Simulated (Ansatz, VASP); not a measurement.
**One calculation of Sn, two programs**

```
Sn
1.0
     0.00000    3.18964    3.18964
     3.18964    0.00000    3.18964
     3.18964    3.18964    0.00000
Sn
2
Cartesian
  4.7738 4.7720 4.7475
  3.1527 3.1999 3.1789
```

Alike in both runs: task single point; functional LDA; k mesh 5 × 5 × 5; occupations methfessel-paxton of order 1, width 0.1 eV; non-collinear spin, spin-orbit coupling.

```csv
,VASP,Ansatz
version,VASP 6.6.1,Ansatz 0.2.0
potentials or method,"VASP PAW LDA potentials, release 64 (Sn_d)",Ansatz PAW
plane-wave cutoff (eV),520,420
valence electrons in the cell,28,28
```

|  | VASP | Ansatz | Ansatz less VASP |
| --- | --- | --- | --- |
| pressure (GPa) | 2.4 | 2.3 | -0.09 |
| traceless stress, the component that is largest in VASP (GPa) | -0.77 | -0.76 | +0.009 |
| rms of the force components (eV/Å) | 0.189 | 0.188 | -0.0008 |
| net moment per atom (μB) | 0.00 | 0.00 | 0.000 |

LDA's correlation is that of Perdew and Zunger in VASP and of Perdew and Wang (1992) in Ansatz. Atom by atom the forces differ by 0.001 eV/Å (rms over components).
